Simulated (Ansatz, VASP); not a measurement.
CdSe: VASP beside Ansatz

```
Cd Se
1.0
    -0.22308    3.04131    3.04131
     3.04131   -0.22308    3.04131
     2.81823    2.81823    0.00000
Cd Se
1 1
Cartesian
  0.0000 0.0000 0.0000
  4.2273 4.2273 4.5620
```

Change from the starting cell: engineering shear strain xz -0.1467, normal strain along z +0.0000.

Alike in both runs: task single point; functional PBEsol; k mesh 10 × 10 × 10; occupations gaussian, width 0.05 eV; no spin polarisation.

```csv
,VASP,Ansatz
version,VASP 6.6.1,Ansatz 0.2.0
potentials or method,"VASP PAW PBE potentials, release 64 (Cd, Se), cutoff 520 eV","scalar-relativistic, plane waves, PAW"
valence electrons in the cell,18,36
```

|  | VASP | Ansatz | Ansatz less VASP |
| --- | --- | --- | --- |
| gap on the k mesh at the Fermi level (eV) | 0.27 | 0.27 | +0.002 |
| least direct gap on the mesh (eV) | 0.27 | 0.27 | +0.002 |
| pressure (GPa) | 2.1 | 1.8 | -0.39 |
| traceless stress, the component that is largest in VASP (GPa) | 7.03 | 6.85 | -0.175 |
| rms of the force components (eV/Å) | 0.590 | 0.565 | -0.0252 |

VASP's potentials were made for PBE, not for PBEsol. Atom by atom the forces differ by 0.025 eV/Å (rms over components). VASP's potentials hold 18 valence electrons a cell and Ansatz's 36, so a difference there can come from the potentials and not from the codes.
